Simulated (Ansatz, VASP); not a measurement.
# Two plane-wave programs on Pd

INCAR

```
SYSTEM = Pd
ALGO = Normal
EDIFF = 1E-7
EDIFFG = -0.01
ENCUT = 500
GGA = PS
GGA_COMPAT = .False.
IBRION = 2
ISIF = 3
ISMEAR = -1
ISPIN = 2
LASPH = .True.
LCHARG = .False.
LMAXMIX = 4
LORBIT = 11
LREAL = .False.
LWAVE = .False.
MAGMOM = 0.5
NELM = 200
NELMIN = 4
NSW = 80
PREC = Accurate
SIGMA = 0.05
```

The input KPOINTS:

```
k-points
0
Gamma
  14 14 14
  0 0 0
```

POSCAR

```
Pd
1.0
   -1.5436681530      1.5436681530      1.5436681530
    1.5436681530     -1.5436681530      1.5436681530
    1.5436681530      1.5436681530     -1.5436681530
Pd
1
Direct
    0.0000000000      0.0000000000      0.0000000000
```

Input for Ansatz:

```yaml
crystal:
  lattice:
    - [-1.543668153, 1.543668153, 1.543668153]
    - [1.543668153, -1.543668153, 1.543668153]
    - [1.543668153, 1.543668153, -1.543668153]
  atoms:
    - { symbol: Pd, position: [0.0, 0.0, 0.0], spin: 0.5 }
hamiltonian:
  xc: pbesol
  pseudopotentials:
    kind: paw
    azcp:
      Pd: "pseudopotentials/Pd.paw.azcp"
basis:
  ecutwfc: 420
  fft_grid_basis: typed
kpoints:
  mp_grid: { grid: [14, 14, 14], shift: [0, 0, 0] }
magnetization:
  spin_polarized: true
scf:
  occupations: { method: fermi_dirac, width: 0.05 }
relax:
  max_steps: 60
  f_tol: 0.01
  cell: {}
output:
  write_density: true
  write_potential: true
  elf: true
  volumetric_format: npy
```

Alike in both runs: task relaxation of cell and atoms; functional PBEsol; k mesh 14 × 14 × 14; occupations fermi-dirac, width 0.05 eV; collinear spin.

```csv
,VASP,Ansatz
version,VASP 6.6.1,Ansatz 0.2.0
potentials or method,"VASP PAW PBE potentials, release 64 (Pd), cutoff 500 eV","plane waves (420 eV) with PAW, scalar-relativistic"
valence electrons in the cell,10,18
```

|  | VASP | Ansatz | Ansatz less VASP |
| --- | --- | --- | --- |
| net moment per atom (μB) | 0.00 | 0.00 | 0.000 |
| relaxed volume (Å³/atom) | 14.65 | 14.68 | +0.025 |
| relaxed cell length with the largest relative difference (Å) | 2.670 | 2.672 | +0.0015 |

VASP's potentials were made for PBE, not for PBEsol, and Ansatz warns of the same on its side. VASP's potentials hold 10 valence electrons a cell and Ansatz's 18, so a difference there can come from the potentials and not from the codes. Ansatz's warnings: seeded moment not kept.
